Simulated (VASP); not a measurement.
Write the native input for VASP 6.6.1 that does the following.

- Task: relaxation of cell and atoms
- Functional: PBE
- Potentials or basis: VASP PAW PBE potentials, release 64 (Al)
- Cutoff: 600 eV
- k mesh: 14 × 10 × 10
- Occupations: gaussian, width 0.1 eV
- Spin: no spin polarisation
- Dipole correction: no
- Further INCAR settings: ALGO = Fast; EDIFF = 1e-07; IBRION = 2; EDIFFG = -0.01; NSW = 80; ISIF = 3

The structure of Al lies in POSCAR:

```
Al
1.0
    2.8342093374      0.0000000000      0.0094440298
    0.0000000000      4.0059614289      0.0000000000
   -0.0219972504      0.0000000000      4.0047285306
Al
2
Direct
    1.0001822423      0.7500000000      0.7499297063
   -0.0001822423      0.2500000000      0.2500702937
```

This isn't the form of Al at room conditions, which is fcc.

One way to write it, as run:

INCAR

```
SYSTEM = Al
ALGO     = Fast           ! electronic algorithm
EDIFF    = 1E-7           ! SCF threshold, eV
EDIFFG   = -0.01          ! ionic threshold
ENCUT    = 600            ! plane-wave cutoff, eV
GGA      = PE             ! functional
IBRION   = 2              ! ionic algorithm
ISIF     = 3              ! what is computed and relaxed
ISMEAR   = 0              ! smearing method
LASPH    = .True.         ! aspherical terms in the spheres
LCHARG   = .False.        ! write CHGCAR
LREAL    = .False.        ! projectors in reciprocal space
LWAVE    = .False.        ! write WAVECAR
NELM     = 80             ! most SCF steps
NSW      = 80             ! ionic steps
PREC     = Accurate       ! precision mode
SIGMA    = 0.1            ! smearing width, eV
```

KPOINTS

```
k-points
0
Gamma
  14 10 10
  0 0 0
```

Potentials or basis: VASP PAW PBE potentials, release 64 (Al).

Launch:

```sh
$ cat potpaw_PBE.64/Al/POTCAR > POTCAR
$ mpirun -np 1 vasp_std > vasp.out
```

Results of the run:

```
Relaxed volume                        : 16.52 Å³/atom
Relaxed cell                          : a = 2.903 Å, b = 3.927 Å, c = 4.116 Å, α = 90.00°, β = 135.24°, γ = 90.00°
Space group after relaxing (to 0.1 Å) : I4/mmm (No. 139)
Energy gained by relaxing             : 417.0 meV/atom
Ionic steps                           : 46
Pressure after relaxing               : 0.0 GPa
Largest force after relaxing          : 0.009 eV/Å
Band gap on the k mesh                : zero (bands 3 and 4 overlap by 11.45 eV)
```

Caveat: the volume moved by over 15 % at a fixed basis, so the end points are rough.

It took 29 min on 1 thread of AMD EPYC 7R13, on a shared host, peak memory 0.35 GiB.
